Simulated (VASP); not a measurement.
Write the native input for VASP 6.6.1 that does the following.

```
Task                   : single point
Functional             : PBEsol
Dispersion             : D3(BJ)
Potentials or basis    : VASP PAW PBE potentials, release 64 (Mg, O)
Cutoff                 : 520 eV
k mesh                 : 11 × 11 × 11
Occupations            : fermi-dirac, width 0.05 eV
Spin                   : no spin polarisation
Dipole correction      : no
Further INCAR settings : ALGO = Normal; EDIFF = 1e-07; NBANDS = 11
```

The structure of MgO lies in POSCAR:

```
MgO
1.0
    0.0000000000      2.0879400195      2.0879400195
    2.0879400195      0.0000000000      2.0879400195
    2.0879400195      2.0879400195      0.0000000000
Mg O
1 1
Direct
    0.0000000000      0.0000000000      0.0000000000
    0.5000000000      0.5000000000      0.5000000000
```

The input as run:

INCAR

```
SYSTEM = MgO
ALGO = Normal
EDIFF = 1E-7
ENCUT = 520
GGA = PS
ISIF = 2
ISMEAR = -1
IVDW = 12
LASPH = .True.
LCHARG = .True.
LELF = .True.
LREAL = .False.
LVHAR = .True.
LWAVE = .False.
NBANDS = 11
NELM = 80
PREC = Accurate
SIGMA = 0.05
```

KPOINTS

```
k-points
0
Gamma
  11 11 11
  0 0 0
```

Potentials or basis: VASP PAW PBE potentials, release 64 (Mg, O).

Launch:

```sh
$ cat potpaw_PBE.64/Mg/POTCAR potpaw_PBE.64/O/POTCAR > POTCAR
$ mpirun -np 1 vasp_std > vasp.out
```

It gave:

The pressure is -0.5 GPa and the band gap on the k mesh is 4.89 eV, direct. The dispersion energy per atom is -0.256 eV.

Caveat: the PAW data sets were made with another functional, which shifts forces and pressure a little.

Run time: 5.9 s on 1 thread of Intel Xeon 6975P-C, on a shared host, peak memory 0.16 GiB.
